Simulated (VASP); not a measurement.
# Te2Mo (P-3m1) in VASP: further runs, part 3 of 3

VASP 6.6.1.

## 4. Single point, PBE

This run uses another cell than the first one, of 35.99 Å³/atom, 1.145 times its volume.

INCAR

```
SYSTEM = Te2Mo
ALGO = Normal
EDIFF = 1E-6
ENCUT = 520
GGA = PE
ISIF = 2
ISMEAR = 0
LASPH = .True.
LCHARG = .False.
LREAL = .False.
LWAVE = .False.
NBANDS = 35
NELM = 80
PREC = Accurate
SIGMA = 0.05
```

KPOINTS

```
k-points
0
Gamma
  9 9 2
  0 0 0
```

POSCAR

```
Te2Mo
1.0
   -1.7785332447     -3.0805099428      0.0000000000
    1.7785332447     -3.0805099428      0.0000000000
    0.0000000000      0.0000000000     19.7047171722
Te Mo
4 2
Direct
    0.6666666667      0.6666666667      0.1011561033
    0.3333333333      0.3333333333      0.4869702472
    0.6666666667      0.6666666667      0.2846580405
    0.3333333333      0.3333333333      0.6704721844
    0.6666666667      0.6666666667      0.5787212158
    0.3333333333      0.3333333333      0.1929070719
```

Potentials or basis: VASP PAW PBE potentials, release 64 (Te, Mo_sv).

Command:

```bash
$ cat potpaw_PBE.64/Te/POTCAR potpaw_PBE.64/Mo_sv/POTCAR > POTCAR
$ mpirun -np 1 vasp_std > vasp.out
```

OUTCAR:

```text
SYSTEM = Te2Mo
   EDIFF = 1E-6
   ENCUT = 520
   GGA = PE
   ISIF = 2
   ISMEAR = 0
   LASPH = .True.
   LREAL = .False.
   NELM = 80
   PREC = Accurate

 ion  position               nearest neighbor table
   1  0.667  0.667  0.101-   6 2.74   6 2.74   6 2.74   3 3.62
   2  0.333  0.333  0.487-   5 2.74   5 2.74   5 2.74   4 3.62
   3  0.667  0.667  0.285-   6 2.74   6 2.74   6 2.74   1 3.62
   4  0.333  0.333  0.670-   5 2.74   5 2.74   5 2.74   2 3.62
   5  0.667  0.667  0.579-   4 2.74   4 2.74   2 2.74   2 2.74   4 2.74   2 2.74
   6  0.333  0.333  0.193-   3 2.74   3 2.74   1 2.74   1 2.74   3 2.74   1 2.74

  LATTYP: Found a hexagonal cell.
 ALAT       =     3.5570664894
 C/A-ratio  =     5.5395976518

  Lattice vectors:

 A1 = (  -1.7785332447,   3.0805099428,   0.0000000000)
 A2 = (  -1.7785332447,  -3.0805099428,   0.0000000000)
 A3 = (   0.0000000000,   0.0000000000,  19.7047171722)

Analysis of symmetry for initial positions (statically):
[... 180 lines left out ...]
  energy without entropy =      -36.06297915  energy(sigma->0) =      -36.06297915

 E-fermi :   4.3956     XC(G=0):  -7.9304

 val. band max:        4.0690091197   @ k =  -0.3333   0.3333   0.0000
 cond. band min:       5.1201684866   @ k =  -0.3333   0.3333   0.0000
 fundamental gap:      1.0511593669
 Fermi energy:         4.3956293741

 k-point     1 :       0.0000    0.0000    0.0000
  band No.  band energies     occupation
      1     -56.6432      2.00000
      2     -56.6432      2.00000
      3     -30.7878      2.00000
      4     -30.7878      2.00000
      5     -30.6857      2.00000
      6     -30.6857      2.00000
[... 901 lines left out ...]
     34       7.9780      0.00000
     35       8.8478      0.00000

------------------------ aborting loop because EDIFF is reached ----------------------------------------

  FORCE on cell =-STRESS in cart. coord.  units (eV):
  Direction    XX          YY          ZZ          XY          YZ          ZX
  --------------------------------------------------------------------------------------
  -------------------------------------------------------------------------------------
  Total       -0.0763207     -0.0763207      0.0452836      0.0000000     -0.0000000      0.0000000
  in kB       -0.5663278     -0.5663278      0.3360216      0.0000000     -0.0000000      0.0000000
  external PRESSURE =      -0.2655447 kB  Pullay stress =       0.0000000 kB

 VOLUME and BASIS-vectors are now :
 -----------------------------------------------------------------------------
  energy-cutoff  :      520.00
  volume of cell :      215.92
      direct lattice vectors                 reciprocal lattice vectors
    -1.778533245 -3.080509943  0.000000000    -0.281130534 -0.162310789  0.000000000
     1.778533245 -3.080509943  0.000000000     0.281130534 -0.162310789  0.000000000
     0.000000000  0.000000000 19.704717172     0.000000000  0.000000000  0.050749269

 POSITION                                       TOTAL-FORCE (eV/Angst)
 -----------------------------------------------------------------------------------
      0.00000     -4.10735      1.99325         0.000000      0.000000     -0.001954
      0.00000     -2.05367      9.59561         0.000000      0.000000     -0.013531
      0.00000     -4.10735      5.60911        -0.000000      0.000000      0.013531
      0.00000     -2.05367     13.21146        -0.000000      0.000000      0.001954
      0.00000     -4.10735     11.40354         0.000000      0.000000      0.014331
      0.00000     -2.05367      3.80118        -0.000000     -0.000000     -0.014331
 -----------------------------------------------------------------------------------
    total drift:                                0.000000      0.000000      0.000039

  FREE ENERGIE OF THE ION-ELECTRON SYSTEM (eV)
  ---------------------------------------------------
  free  energy   TOTEN  =       -36.0629791467 eV

  energy  without entropy=      -36.0629791467  energy(sigma->0) =      -36.06297915
```

OSZICAR:

```text
N       E                     dE             d eps       ncg     rms          rms(c)
DAV:   1     0.375835350522E+03    0.37584E+03   -0.26282E+04  2024   0.127E+03
DAV:   2    -0.142090557813E+02   -0.39004E+03   -0.37851E+03  2098   0.291E+02
DAV:   3    -0.366662444355E+02   -0.22457E+02   -0.22015E+02  2085   0.604E+01
DAV:   4    -0.373990465350E+02   -0.73280E+00   -0.72882E+00  2220   0.106E+01
DAV:   5    -0.374133347015E+02   -0.14288E-01   -0.14275E-01  2180   0.160E+00    0.205E+01
DAV:   6    -0.366673333940E+02    0.74600E+00   -0.67262E+00  1809   0.138E+01    0.872E+00
DAV:   7    -0.365716717347E+02    0.95662E-01   -0.57398E+00  1759   0.117E+01    0.632E+00
DAV:   8    -0.360741659925E+02    0.49751E+00   -0.10519E+00  1760   0.565E+00    0.238E+00
DAV:   9    -0.360737502640E+02    0.41573E-03   -0.27372E-01  1952   0.234E+00    0.110E+00
DAV:  10    -0.360627289672E+02    0.11021E-01   -0.35770E-02  1838   0.110E+00    0.388E-01
DAV:  11    -0.360625636846E+02    0.16528E-03   -0.25574E-03  2193   0.227E-01    0.187E-01
DAV:  12    -0.360626609281E+02   -0.97244E-04   -0.35240E-04  1958   0.816E-02    0.155E-01
DAV:  13    -0.360626963340E+02   -0.35406E-04   -0.76267E-04  1895   0.118E-01    0.487E-02
DAV:  14    -0.360628067933E+02   -0.11046E-03   -0.47490E-05  1908   0.298E-02    0.353E-02
DAV:  15    -0.360629560926E+02   -0.14930E-03   -0.11715E-04  1624   0.368E-02    0.302E-02
DAV:  16    -0.360629767081E+02   -0.20616E-04   -0.20943E-05  1557   0.214E-02    0.125E-02
DAV:  17    -0.360629786037E+02   -0.18956E-05   -0.34051E-06  1635   0.932E-03    0.340E-03
DAV:  18    -0.360629791467E+02   -0.54294E-06   -0.41444E-07  1164   0.316E-03
   1 F= -.36062979E+02 E0= -.36062979E+02  d E =-.202897E-21
```

stdout:

```text
POSCAR found type information on POSCAR TeMo
 POSCAR found :  2 types and       6 ions
 scaLAPACK will be used
 LDA part: xc-table for (Slater+PW92), standard interpolation
 POSCAR, INCAR and KPOINTS ok, starting setup
 FFT: planning ... GRIDC
 FFT: planning ... GRID_SOFT
 FFT: planning ... GRID
 WAVECAR not read
 entering main loop
```

Run time: 2 min. Hardware: 1 thread of Intel Xeon 6975P-C (Granite Rapids), shared host; peak memory 0.42 GiB.

What came out:

- Free energy: -36.0630 eV
- Largest force: 0.014 eV/Å
- Band gap on the k mesh: 1.05 eV, direct

Forces in eV/Å, atoms in the order of the input:
```
Te   0.000  0.000 -0.002
Te   0.000  0.000 -0.014
Te   0.000  0.000  0.014
Te   0.000  0.000  0.002
Mo   0.000  0.000  0.014
Mo   0.000  0.000 -0.014
```

Levels at points of the mesh, in eV from the valence-band top:
```csv
k point,band 24,band 25,band 26,band 27,band 28,band 29
"(0.00, 0.00, 0.00)",-0.89,-0.58,-0.20,3.00,3.00,3.03
"(0.00, 0.00, 0.50)",-0.89,-0.57,-0.20,3.00,3.00,3.03
```

Caveat: spin-orbit coupling is left out, which moves the levels of the heavy elements.

## 5. Single point, PBE

This run uses another cell than the first one, of 38.73 Å³/atom, 1.232 times its volume.

INCAR

```
PREC = Accurate ; ENCUT = 520
EDIFF = 1E-7 ; ISMEAR = 0
SIGMA = 0.05 ; LREAL = F
LASPH = T ; NELM = 80
ALGO = Normal ; ISIF = 2
LWAVE = F ; LCHARG = T
GGA = PE ; LELF = T
LVHAR = T ; NBANDS = 35
```

KPOINTS

```
Automatic mesh
0
Gamma
  9 9 2
```

POSCAR

```
Te2Mo
1.0
   -1.7785332447     -3.0805099428      0.0000000000
    1.7785332447     -3.0805099428      0.0000000000
    0.0000000000      0.0000000000     21.2047171722
Te Mo
4 2
Direct
    0.6666666667      0.6666666667      0.0940004241
    0.3333333333      0.3333333333      0.4525224701
    0.6666666667      0.6666666667      0.2645216220
    0.3333333333      0.3333333333      0.6230436680
    0.6666666667      0.6666666667      0.5377830690
    0.3333333333      0.3333333333      0.1792610230
```

Command:

```bash
$ cat potpaw_PBE.64/Te/POTCAR potpaw_PBE.64/Mo_sv/POTCAR > POTCAR
$ mpirun -np 1 vasp_std > vasp.out
```

Wall time 2.5 min (1 thread of Intel Xeon 6975P-C (Granite Rapids), shared host); peak memory 0.44 GiB.

Results (log left out):

- Free energy: -36.0626 eV
- Largest force: 0.014 eV/Å
- Band gap on the k mesh: 1.05 eV, direct

Forces in eV/Å, atoms in the order of the input:
```
Te   0.000  0.000 -0.001
Te   0.000  0.000 -0.013
Te   0.000  0.000  0.013
Te   0.000  0.000  0.001
Mo   0.000  0.000  0.014
Mo   0.000  0.000 -0.014
```

Levels at points of the mesh, in eV from the valence-band top:
```
           k point  band 23  band 24  band 25  band 26  band 27  band 28  band 29  band 30
(0.00, 0.00, 0.00)    -0.89    -0.89    -0.57    -0.20     3.00     3.00     3.03     3.03
(0.00, 0.00, 0.50)    -0.89    -0.89    -0.57    -0.20     3.00     3.00     3.03     3.03
```

Caveat: spin-orbit coupling is left out, which moves the levels of the heavy elements.

## 6. The runs side by side

```csv
cell,gap on the mesh (eV),pressure (GPa),largest force (eV/Å)
"a = 3.557, b = 3.557, c = 17.205 Å, angles 90.0, 90.0, 60.0°, 6 atoms",1.05,0.0,0.01
"a = 3.557, b = 3.557, c = 18.205 Å, angles 90.0, 90.0, 60.0°, 6 atoms",1.05,0.0,0.01
"a = 3.557, b = 3.557, c = 19.705 Å, angles 90.0, 90.0, 60.0°, 6 atoms",1.05,-,0.01
"a = 3.557, b = 3.557, c = 21.205 Å, angles 90.0, 90.0, 60.0°, 6 atoms",1.05,-,0.01
```

Alike in all rows: task single point; level PBE; potentials or basis VASP PAW PBE potentials, release 64 (Te, Mo_sv); no spin polarisation; k mesh 9 × 9 × 2; cutoff (eV) 520; smearing gaussian 0.05 eV.

Caveats: spin-orbit coupling is left out, which moves the levels of the heavy elements.

Total energies depend on the potentials used, so only differences within one code and one set of settings carry meaning.
